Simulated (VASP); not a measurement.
# BN (P6_3mc) in VASP: notebook

BN is run at these levels: PBE+D3(BJ), PBE+D4, PBE; tasks: single point.

All numbers are computed with VASP 6.6.1; they aren't measurements. Logs are shortened: lines on timing, memory, paths and dates and some standing lists are left out, and cuts for length are marked.

## 1. The cell of the first run

The structure is hexagonal, space group P6_3mc (No. 186). The conventional cell has a = 2.542 Å, b = 2.542 Å, c = 4.204 Å, α = 90.00°, β = 90.00°, γ = 120.00°. Within 2.1 Å of N (site symmetry 3m) lie 4 B at 1.56 to 1.57 Å. B (site symmetry 3m) has 4 N at 1.56 to 1.57 Å within 2.1 Å.

## 2. Single point, PBE+D3(BJ)

File INCAR:

```
PREC = Accurate ; ENCUT = 520
EDIFF = 1E-7 ; ISMEAR = -1
SIGMA = 0.05 ; LREAL = False
LASPH = True ; NELM = 100
ALGO = Normal ; ISIF = 2
LWAVE = False ; LCHARG = False
GGA = PE ; IVDW = 12
NBANDS = 16
```

File KPOINTS:

```
Automatic mesh
0
Gamma
  12 12 6
```

File POSCAR:

```
BN
1.0
    2.5416584773      0.0000000000      0.0000000000
   -1.2708292387      2.2011408090      0.0000000000
    0.0000000000      0.0000000000      4.2035927461
N B
2 2
Direct
    0.3333333333      0.6666666667      0.1252397204
    0.6666666667      0.3333333333      0.6252397204
    0.3333333333      0.6666666667      0.4997602796
    0.6666666667      0.3333333333      0.9997602796
```

Potentials or basis: VASP PAW PBE potentials, release 64 (N, B).

The run is started by

```console
$ cat potpaw_PBE.64/N/POTCAR potpaw_PBE.64/B/POTCAR > POTCAR
$ mpirun -np 1 vasp_std > vasp.out
```

OUTCAR:

```text
PREC = Accurate
   ENCUT = 520
   EDIFF = 1E-7
   ISMEAR = -1
   LREAL = False
   LASPH = True
   NELM = 100
   ISIF = 2
   GGA = PE
   IVDW = 12
 IVDW          = 12

 ion  position               nearest neighbor table
   1  0.333  0.667  0.125-   4 1.56   4 1.56   4 1.56   3 1.57
   2  0.667  0.333  0.625-   3 1.56   3 1.56   3 1.56   4 1.57
   3  0.333  0.667  0.500-   2 1.56   2 1.56   2 1.56   1 1.57
   4  0.667  0.333  1.000-   1 1.56   1 1.56   1 1.56   2 1.57

  LATTYP: Found a hexagonal cell.
 ALAT       =     2.5416584773
 C/A-ratio  =     1.6538778847

  Lattice vectors:

 A1 = (   2.5416584773,   0.0000000000,   0.0000000000)
 A2 = (  -1.2708292387,   2.2011408090,   0.0000000000)
 A3 = (   0.0000000000,   0.0000000000,   4.2035927461)

Analysis of symmetry for initial positions (statically):
=====================================================================
 Subroutine PRICEL returns:
 Original cell was already a primitive cell.

 Routine SETGRP: Setting up the symmetry group for a
 hexagonal supercell.

 Subroutine GETGRP returns: Found 12 space group operations
 (whereof  6 operations were pure point group operations)
 out of a pool of 24 trial point group operations.

The static configuration has the point symmetry C_3v.
 The point group associated with its full space group is C_6v.

Analysis of symmetry for dynamics (positions and initial velocities):
=====================================================================
 Subroutine PRICEL returns:
 Original cell was already a primitive cell.

 Routine SETGRP: Setting up the symmetry group for a
 hexagonal supercell.

 Subroutine GETGRP returns: Found 12 space group operations
 (whereof  6 operations were pure point group operations)
 out of a pool of 24 trial point group operations.

The dynamic configuration has the point symmetry C_3v.
 The point group associated with its full space group is C_6v.

 Subroutine INISYM returns: Found 12 space group operations
 (whereof  6 operations are pure point group operations),
 and found     1 'primitive' translations

----------------------------------------------------------------------------------------

                                     Primitive cell

  volume of cell :      23.5172

  direct lattice vectors                    reciprocal lattice vectors
     2.541658477  0.000000000  0.000000000     0.393443891  0.227154936  0.000000000
    -1.270829239  2.201140809  0.000000000     0.000000000  0.454309872  0.000000000
[... 92 lines left out ...]
   NSW    =      0    number of steps for IOM
   IBRION =     -1    ionic relax: 0-MD 1-quasi-New 2-CG
   NFREE  =      0    steps in history (QN), initial steepest desc. (CG)
   ISIF   =      2    stress and relaxation
   ISYM   =      2    0-nonsym 1-usesym 2-fastsym
   POTIM  = 0.5000    time-step for ionic-motion
   TEBEG  =    0.0;   TEEND  =   0.0 temperature during run
   PSTRESS=    0.0 pullay stress
   NELECT =      16.0000    total number of electrons
   NUPDOWN=      -1.0000    fix difference up-down
   EMIN   =  10.00;   EMAX   =-10.00  energy-range for DOS
   EFERMI =   0.00;   METHOD = LEGACY
   ISMEAR =    -1;   SIGMA  =   0.05  broadening in eV -4-tet -1-fermi 0-gaus
   EFERMI_NEDOS =   21; number of points for ismear=-14 and -15
   IALGO  =     38    algorithm
   IMIX   =      4    mixing-type and parameters
     AMIX     =   0.40;   BMIX     =  1.00
     AMIX_MAG =   1.60;   BMIX_MAG =  1.00
  volume/ion in A,a.u.               =       5.88        39.68
  Fermi-wavevector in a.u.,A,eV,Ry     =   1.439858  2.720937 28.207469  2.073191
  Thomas-Fermi vector in A             =   2.558667
   LORBIT       =      0    0 simple, 1 ext, 2 COOP (PROOUT), +10 PAW based schemes
   GGA     = PE    functional components
   LHFCALC =     F    Hartree Fock is set to
   AEXX    =    0.0000 exact exchange contribution
   IVDW    =    12    specifies the selected vdW correction
   LEPSILON=     F    determine dielectric tensor
   LRPA    =     F    only Hartree local field effects (RPA)
 non-spin polarized calculation
  energy-cutoff  :      520.00
  volume of cell :       23.52
 maximum number of plane-waves:       652
 NGX is ok and might be reduce to    20
   NGX =  9   NGY =  9   NGZ = 15

 number of electron      16.0000000 magnetization

 Free energy of the ion-electron system (eV)
  ---------------------------------------------------
  ext. energy  EPLUGINS =         0.00000000
  ---------------------------------------------------
  free energy    TOTEN  =       -34.82524030 eV

  energy without entropy =      -34.82524030  energy(sigma->0) =      -34.82524030

 E-fermi :   8.5817     XC(G=0): -12.8357

 val. band max:        7.6194195078   @ k =   0.0000   0.0000   0.0000
 cond. band min:      12.8002077336   @ k =   0.3333   0.3333   0.0000
 fundamental gap:      5.1807882258
 Fermi energy:         8.5817199119

 k-point     1 :       0.0000    0.0000    0.0000
  band No.  band energies     occupation
      1     -12.8428      2.00000
      2      -8.6655      2.00000
      3      -3.3462      2.00000
      4       5.4837      2.00000
      5       5.4837      2.00000
      6       7.3457      2.00000
[... 433 lines left out ...]
      3      -1.2334      2.00000
      4       0.2204      2.00000
      5       1.6273      2.00000
      6       3.3018      2.00000
[... 8 lines left out ...]
     15      23.7046      0.00000
     16      23.9906      0.00000

 [... further k-points ...]

------------------------ aborting loop because EDIFF is reached ----------------------------------------

 Edisp (eV)   -0.84062

 E8    (eV) :    -0.2485

  FORCE on cell =-STRESS in cart. coord.  units (eV):
  Direction    XX          YY          ZZ          XY          YZ          ZX
  --------------------------------------------------------------------------------------
  -------------------------------------------------------------------------------------
  Total       0.04360     0.04360     0.03591    -0.00000     0.00000     0.00000
  in kB       2.97027     2.97027     2.44650    -0.00000     0.00000     0.00000
  external pressure =        2.80 kB  Pullay stress =        0.00 kB

 VOLUME and BASIS-vectors are now :
 -----------------------------------------------------------------------------
  energy-cutoff  :      520.00
  volume of cell :       23.52
      direct lattice vectors                 reciprocal lattice vectors
     2.541658477  0.000000000  0.000000000     0.393443891  0.227154936  0.000000000
    -1.270829239  2.201140809  0.000000000     0.000000000  0.454309872  0.000000000
     0.000000000  0.000000000  4.203592746     0.000000000  0.000000000  0.237891742

 POSITION                                       TOTAL-FORCE (eV/Angst)
 -----------------------------------------------------------------------------------
     -0.00000      1.46743      0.52646        -0.000000      0.000000      0.002146
      1.27083      0.73371      2.62825         0.000000     -0.000000      0.002146
     -0.00000      1.46743      2.10079         0.000000      0.000000     -0.002146
      1.27083      0.73371      4.20259         0.000000     -0.000000     -0.002146
 -----------------------------------------------------------------------------------
    total drift:                               -0.000000      0.000000      0.000196

  FREE ENERGIE OF THE ION-ELECTRON SYSTEM (eV)
  ---------------------------------------------------
  free  energy   TOTEN  =       -35.6658625533 eV

  energy  without entropy=      -35.6658625533  energy(sigma->0) =      -35.66586255
```

Run time: 47 s. Hardware: 1 thread of Intel Xeon Platinum 8488C (Sapphire Rapids), shared host; peak memory 0.16 GiB.

What came out:

```yaml
Free_energy: -35.6659 eV
Pressure: 0.3 GPa
Band_gap_on_the_k_mesh: 5.18 eV, indirect (least direct gap 8.31 eV)
Dispersion_energy_per_atom: -0.210 eV
```

Forces in eV/Å, atoms in the order of the input:
```
N    0.000  0.000  0.002
N    0.000  0.000  0.002
B    0.000  0.000 -0.002
B    0.000  0.000 -0.002
```

Levels at points of the mesh, in eV from the valence-band top:
| k point | band 5 | band 6 | band 7 | band 8 | band 9 | band 10 | band 11 | band 12 |
| --- | --- | --- | --- | --- | --- | --- | --- | --- |
| (0.00, 0.00, 0.00) | -2.14 | -0.27 | 0.00 | 0.00 | 8.39 | 8.39 | 8.64 | 9.59 |
| (0.50, 0.00, 0.00) | -6.94 | -5.01 | -4.44 | -2.12 | 6.73 | 7.98 | 10.63 | 11.54 |
| (0.00, 0.00, 0.50) | -1.18 | -1.18 | -1.18 | -1.18 | 9.54 | 9.54 | 9.96 | 9.96 |
| (0.50, 0.00, 0.50) | -3.79 | -3.79 | -3.59 | -3.59 | 6.61 | 6.61 | 10.08 | 10.08 |

A k mesh can miss the band edges. A hybrid or GW would open this gap; PBE tends to underestimate it.

## 3. Single point, PBE+D4

File INCAR:

```
  ALGO = Normal
  EDIFF = 1E-7
  ENCUT = 520
  GGA = PE
  ISIF = 2
  ISMEAR = -1
  IVDW = 13
  LASPH = True
  LCHARG = False
  LREAL = False
  LWAVE = False
  NBANDS = 16
  NELM = 100
  PREC = Accurate
  SIGMA = 0.05
```

File KPOINTS:

```
k-points
0
Gamma
  12 12 6
```

File POSCAR:

```
BN
1.0
    2.5418493642      0.0000000000      0.0000000000
   -1.2709246821      2.2013061220      0.0000000000
    0.0000000000      0.0000000000      4.2038712244
N B
2 2
Direct
    0.3333333333      0.6666666667      0.1252360137
    0.6666666667      0.3333333333      0.6252360137
    0.3333333333      0.6666666667      0.4997639863
    0.6666666667      0.3333333333      0.9997639863
```

Potentials or basis: VASP PAW PBE potentials, release 64 (N, B).

The run is started by

```console
$ cat potpaw_PBE.64/N/POTCAR potpaw_PBE.64/B/POTCAR > POTCAR
$ mpirun -np 1 vasp_std > vasp.out
```

Run time: 53 s. Hardware: 1 thread of Intel Xeon Platinum 8488C (Sapphire Rapids), shared host; peak memory 0.14 GiB.

The run converged. Its results:

| Item | Value |
| --- | --- |
| Free energy | -35.7824 eV |
| Pressure | 0.3 GPa |
| Band gap on the k mesh | 5.18 eV, indirect (least direct gap 8.31 eV) |
| Dispersion energy per atom | -0.239 eV |

Levels at points of the mesh, in eV from the valence-band top:
```csv
k point,band 5,band 6,band 7,band 8,band 9,band 10,band 11,band 12
"(0.00, 0.00, 0.00)",-2.14,-0.27,0.00,0.00,8.39,8.39,8.64,9.59
"(0.50, 0.00, 0.00)",-6.94,-5.01,-4.44,-2.12,6.73,7.98,10.63,11.54
"(0.00, 0.00, 0.50)",-1.18,-1.18,-1.18,-1.18,9.54,9.54,9.95,9.95
"(0.50, 0.00, 0.50)",-3.79,-3.79,-3.59,-3.59,6.61,6.61,10.08,10.08
```

A k mesh can miss the band edges.

[end of part 1 of 2]
